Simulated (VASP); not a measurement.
# Hf (P6/mmm) in VASP: relaxation of cell and atoms with PBE

Aim: the relaxation of cell and atoms of Hf with PBE.

Everything below comes from runs of VASP 6.6.1. Logs are shortened: lines on timing, memory, paths and dates and some standing lists are left out, and cuts for length are marked.

## (1) The cell of the first run

The structure is hexagonal, space group P6/mmm (No. 191). Conventional cell: a = 5.020 Å, b = 5.020 Å, c = 3.077 Å, α = 90.00°, β = 90.00°, γ = 120.00°. Within 4.1 Å of Hf (site symmetry 6/mmm) lie 14 Hf at 3.08 to 3.28 Å. Within 3.8 Å of Hf (site symmetry -6m2) lie 11 Hf at 2.90 to 3.28 Å.

## (2) Relaxation of cell and atoms, PBE

Input file INCAR:

```
PREC     = Accurate       # precision mode
ENCUT    = 600            # plane-wave cutoff, eV
EDIFF    = 1E-6           # SCF threshold, eV
ISMEAR   = -1             # smearing method
SIGMA    = 0.1            # smearing width, eV
LREAL    = False          # projectors in reciprocal space
LASPH    = True           # aspherical terms in the spheres
NELM     = 60             # most SCF steps
ALGO     = Normal         # electronic algorithm
ISIF     = 3              # what is computed and relaxed
LWAVE    = False          # write WAVECAR
LCHARG   = False          # write CHGCAR
GGA      = PE             # functional
IBRION   = 2              # ionic algorithm
NSW      = 80             # ionic steps
EDIFFG   = -0.01          # ionic threshold
```

Input file KPOINTS:

```
Automatic mesh
0
Gamma
  7 7 10
```

Input file POSCAR:

```
Hf
1.0
    5.0195555627      0.0000000000      0.0000000000
   -2.5097777813      4.3470626330      0.0000000000
    0.0000000000      0.0000000000      3.0769875599
Hf
3
Direct
    0.0000000000      0.0000000000      0.0000000000
    0.3333333333      0.6666666667      0.5000000000
    0.6666666667      0.3333333333      0.5000000000
```

Potentials or basis: VASP PAW PBE potentials, release 64 (Hf_pv).

Command:

```console
cat potpaw_PBE.64/Hf_pv/POTCAR > POTCAR
mpirun -np 1 vasp_std > vasp.out
```

OUTCAR:

```text
PREC = Accurate
   ENCUT = 600
   EDIFF = 1E-6
   ISMEAR = -1
   LREAL = False
   LASPH = True
   NELM = 60
   ISIF = 3
   GGA = PE
   IBRION = 2
   NSW = 80
   EDIFFG = -0.01

 ion  position               nearest neighbor table
   1  0.000  0.000  0.000-   2 3.28   3 3.28   2 3.28   3 3.28   2 3.28   2 3.28   3 3.28   3 3.28
                             3 3.28   3 3.28   2 3.28   2 3.28
   2  0.333  0.667  0.500-   3 2.90   3 2.90   3 2.90   1 3.28   1 3.28   1 3.28   1 3.28   1 3.28
                             1 3.28
   3  0.667  0.333  0.500-   2 2.90   2 2.90   2 2.90   1 3.28   1 3.28   1 3.28   1 3.28   1 3.28
                             1 3.28

  LATTYP: Found a hexagonal cell.
 ALAT       =     5.0195555627
 C/A-ratio  =     0.6130000000

  Lattice vectors:

 A1 = (   5.0195555627,   0.0000000000,   0.0000000000)
 A2 = (  -2.5097777813,   4.3470626330,   0.0000000000)
 A3 = (   0.0000000000,   0.0000000000,   3.0769875599)

Analysis of symmetry for initial positions (statically):
=====================================================================
 Subroutine PRICEL returns:
 Original cell was already a primitive cell.

 Routine SETGRP: Setting up the symmetry group for a
 hexagonal supercell.

 Subroutine GETGRP returns: Found 24 space group operations
 (whereof 24 operations were pure point group operations)
 out of a pool of 24 trial point group operations.

The static configuration has the point symmetry D_6h.

Analysis of symmetry for dynamics (positions and initial velocities):
=====================================================================
 Subroutine PRICEL returns:
 Original cell was already a primitive cell.

 Routine SETGRP: Setting up the symmetry group for a
 hexagonal supercell.

 Subroutine GETGRP returns: Found 24 space group operations
 (whereof 24 operations were pure point group operations)
 out of a pool of 24 trial point group operations.

The dynamic configuration has the point symmetry D_6h.

 Subroutine INISYM returns: Found 24 space group operations
 (whereof 24 operations are pure point group operations),
 and found     1 'primitive' translations

----------------------------------------------------------------------------------------

                                     Primitive cell

  volume of cell :      67.1409

  direct lattice vectors                    reciprocal lattice vectors
     5.019555563  0.000000000  0.000000000     0.199220825  0.115020197  0.000000000
    -2.509777781  4.347062633  0.000000000     0.000000000  0.230040394  0.000000000
     0.000000000  0.000000000  3.076987560     0.000000000  0.000000000  0.324993189

  length of vectors
     5.019555563  5.019555563  3.076987560     0.230040394  0.230040394  0.324993189

  position of ions in fractional coordinates (direct lattice)
     0.000000000  0.000000000  0.000000000
     0.333333333  0.666666667  0.500000000
     0.666666667  0.333333333  0.500000000

  ion indices of the primitive-cell ions
   primitive index   ion index
                 1           1
                 2           2
                 3           3

----------------------------------------------------------------------------------------

 KPOINTS: Automatic mesh

Automatic generation of k-mesh.
 Grid dimensions read from file:
 generate k-points for:    7    7   10

 Generating k-lattice:

  Cartesian coordinates                     Fractional coordinates (reciprocal lattice)
     0.028460118  0.016431457  0.000000000     0.142857143  0.000000000  0.000000000
     0.000000000  0.032862913  0.000000000     0.000000000  0.142857143  0.000000000
     0.000000000  0.000000000  0.032499319     0.000000000  0.000000000  0.100000000

  Length of vectors
     0.032862913  0.032862913  0.032499319

  Shift w.r.t. Gamma in fractional coordinates (k-lattice)
     0.000000000  0.000000000  0.000000000

 Subroutine IBZKPT returns following result:
 ===========================================

 Found     48 irreducible k-points:

 Following reciprocal coordinates:
            Coordinates               Weight
  0.000000  0.000000  0.000000      1.000000
  0.142857  0.000000  0.000000      6.000000
  0.285714  0.000000  0.000000      6.000000
  0.428571  0.000000  0.000000      6.000000
  0.142857  0.142857  0.000000      6.000000
  0.285714  0.142857  0.000000     12.000000
[... 16 lines left out ...]
  0.428571  0.142857  0.200000     12.000000
  0.285714  0.285714  0.200000     12.000000
 [... further k-points ...]
   k-points           NKPTS =     48   k-points in BZ     NKDIM =     48   number of bands    NBANDS=     19
   number of dos      NEDOS =    301   number of ions     NIONS =      3
   total plane-waves  NPLWV =  44800
   dimension x,y,z NGX =    40 NGY =   40 NGZ =   28
   dimension x,y,z NGXF=    80 NGYF=   80 NGZF=   56
   ions per type =               3
   NGX,Y,Z   is equivalent  to a cutoff of  13.25, 13.25, 15.13 a.u.
   NGXF,Y,Z  is equivalent  to a cutoff of  26.50, 26.50, 30.26 a.u.
 SYSTEM =  unknown system
   PREC   = accura    normal or accurate (medium, high low for compatibility)
   ISTART =      0    job   : 0-new  1-cont  2-samecut
   ICHARG =      2    charge: 1-file 2-atom 10-const
   ISPIN  =      1    spin polarized calculation?
   LNONCOLLINEAR =      F non collinear calculations
   LSORBIT =      F    spin-orbit coupling
   LASPH  =      T    aspherical Exc in radial PAW
   ENCUT  =  600.0 eV  44.10 Ry    6.64 a.u.  10.03 10.03  6.15*2*pi/ulx,y,z
   NELM   =     60;   NELMIN=  2; NELMDL= -5     # of ELM steps
   EDIFF  = 0.1E-05   stopping-criterion for ELM
   LREAL  =      F    real-space projection
   EDIFFG = -.1E-01   stopping-criterion for IOM
   NSW    =     80    number of steps for IOM
   IBRION =      2    ionic relax: 0-MD 1-quasi-New 2-CG
   NFREE  =      1    steps in history (QN), initial steepest desc. (CG)
   ISIF   =      3    stress and relaxation
   ISYM   =      2    0-nonsym 1-usesym 2-fastsym
   POTIM  = 0.5000    time-step for ionic-motion
   TEBEG  =    0.0;   TEEND  =   0.0 temperature during run
   PSTRESS=    0.0 pullay stress
   NELECT =      30.0000    total number of electrons
   NUPDOWN=      -1.0000    fix difference up-down
   EMIN   =  10.00;   EMAX   =-10.00  energy-range for DOS
   EFERMI =   0.00;   METHOD = LEGACY
   ISMEAR =    -1;   SIGMA  =   0.10  broadening in eV -4-tet -1-fermi 0-gaus
   EFERMI_NEDOS =   21; number of points for ismear=-14 and -15
   IALGO  =     38    algorithm
   IMIX   =      4    mixing-type and parameters
     AMIX     =   0.40;   BMIX     =  1.00
     AMIX_MAG =   1.60;   BMIX_MAG =  1.00
  volume/ion in A,a.u.               =      22.38       151.03
  Fermi-wavevector in a.u.,A,eV,Ry     =   1.251564  2.365112 21.312324  1.566412
  Thomas-Fermi vector in A             =   2.385505
   LORBIT       =      0    0 simple, 1 ext, 2 COOP (PROOUT), +10 PAW based schemes
   GGA     = PE    functional components
   LHFCALC =     F    Hartree Fock is set to
   AEXX    =    0.0000 exact exchange contribution
   IVDW    =     0    specifies the selected vdW correction
   LEPSILON=     F    determine dielectric tensor
   LRPA    =     F    only Hartree local field effects (RPA)
 conjugate gradient relaxation of ions
 non-spin polarized calculation
  energy-cutoff  :      600.00
  volume of cell :       67.14
 maximum number of plane-waves:      2263
   NGX = 21   NGY = 21   NGZ = 13

--------------------------------------- Ionic step        1  -------------------------------------------

 number of electron      30.0000002 magnetization

 Free energy of the ion-electron system (eV)
  ---------------------------------------------------
  ext. energy  EPLUGINS =         0.00000000
  ---------------------------------------------------
  free energy    TOTEN  =       -29.68043701 eV

  energy without entropy =      -29.59352639  energy(sigma->0) =      -29.63698170

------------------------ aborting loop because EDIFF is reached ----------------------------------------

  FORCE on cell =-STRESS in cart. coord.  units (eV):
  Direction    XX          YY          ZZ          XY          YZ          ZX
  --------------------------------------------------------------------------------------
  -------------------------------------------------------------------------------------
  Total       -0.6291986     -0.6291986      0.4683181     -0.0000000     -0.0000000      0.0000000
  in kB      -15.0145184    -15.0145184     11.1754386     -0.0000000     -0.0000000      0.0000000
  external PRESSURE =      -6.2845327 kB  Pullay stress =       0.0000000 kB
[... 133 lines left out ...]
  energy  without entropy=      -29.6012909649  energy(sigma->0) =      -29.64370247

--------------------------------------- Ionic step        5  -------------------------------------------

 number of electron      30.0000002 magnetization

 Free energy of the ion-electron system (eV)
  ---------------------------------------------------
  ext. energy  EPLUGINS =         0.00000000
  ---------------------------------------------------
  free energy    TOTEN  =       -29.68625399 eV

  energy without entropy =      -29.60159218  energy(sigma->0) =      -29.64392309

 E-fermi :   4.7602     XC(G=0): -11.3086

 val. band max:        4.7448010565   @ k =   0.2857   0.2857   0.4000
 cond. band min:       4.7784600506   @ k =   0.4286   0.1429   0.5000
 fundamental gap:      0.0336589941
 Fermi energy:         4.7601595510

 k-point     1 :       0.0000    0.0000    0.0000
  band No.  band energies     occupation
      1     -25.9489      2.00000
      2     -25.9489      2.00000
      3     -25.8917      2.00000
      4     -25.8917      2.00000
      5     -25.5457      2.00000
      6     -25.3115      2.00000
[... 11 lines left out ...]
     18       6.9015      0.00000
     19       6.9015      0.00000
[... 489 lines left out ...]
      3     -25.9019      2.00000
      4     -25.6346      2.00000
      5     -25.5304      2.00000
      6     -25.4679      2.00000
[... 11 lines left out ...]
     18       5.7197      0.00014
     19       6.2553      0.00000

 [... further k-points ...]
[... 5 lines left out ...]
  --------------------------------------------------------------------------------------
  -------------------------------------------------------------------------------------
  Total       -0.0070210     -0.0070210     -0.0132381     -0.0000000      0.0000000      0.0000000
  in kB       -0.1685907     -0.1685907     -0.3178798     -0.0000000      0.0000000      0.0000000
  external PRESSURE =      -0.2183538 kB  Pullay stress =       0.0000000 kB
[... 18 lines left out ...]
  FREE ENERGIE OF THE ION-ELECTRON SYSTEM (eV)
  ---------------------------------------------------
  free  energy   TOTEN  =       -29.6862539948 eV

  energy  without entropy=      -29.6015921798  energy(sigma->0) =      -29.64392309

 reached required accuracy - stopping structural energy minimisation
```

Wall time 2.2 min (1 thread of Intel Xeon Platinum 8488C (Sapphire Rapids), shared host); peak memory 0.24 GiB.

What came out:

| Property | Result |
| --- | --- |
| Free energy | -29.6863 eV |
| Relaxed volume | 22.24 Å³/atom |
| Relaxed cell | a = 4.986 Å, b = 4.986 Å, c = 3.099 Å, α = 90.00°, β = 90.00°, γ = 120.00° |
| Space group after relaxing (to 0.05 Å) | P6/mmm (No. 191) |
| Energy gained by relaxing | 1.9 meV/atom |
| Ionic steps | 5 |
| Pressure after relaxing | 0.0 GPa |
| Band gap on the k mesh | zero (band 15 reaches 5.15 eV, above the bottom of band 16 at 4.16 eV) |

Step by step:
```csv
step,energy change (eV),largest force (eV/Å),pressure (GPa),volume (Å³)
1,0.0000,0.0000,-0.63,67.14
2,-0.0044,0.0000,0.72,66.28
3,-0.0056,0.0000,0.28,66.55
4,-0.0057,0.0000,-0.22,66.86
5,-0.0058,0.0000,-0.02,66.72
```

Final structure:
```yaml
crystal:
  lattice:
    - [4.98648, 0.00000, 0.00000]
    - [-2.49324, 4.31842, 0.00000]
    - [0.00000, 0.00000, 3.09852]
  atoms:
    - { symbol: Hf, position: [0.00000, 0.00000, 0.00000] }
    - { symbol: Hf, position: [0.33333, 0.66667, 0.50000] }
    - { symbol: Hf, position: [0.66667, 0.33333, 0.50000] }
```

Levels at points of the mesh, in eV from the Fermi level:
| k point | band 13 | band 14 | band 15 | band 16 | band 17 | band 18 |
| --- | --- | --- | --- | --- | --- | --- |
| (0.00, 0.00, 0.00) | -0.63 | -0.62 | -0.60 | -0.60 | 1.12 | 2.14 |
| (0.00, 0.00, 0.50) | -2.19 | -1.85 | -1.85 | 1.39 | 1.39 | 2.00 |

Caveat: spin-orbit coupling is left out, which moves the levels of the heavy elements.
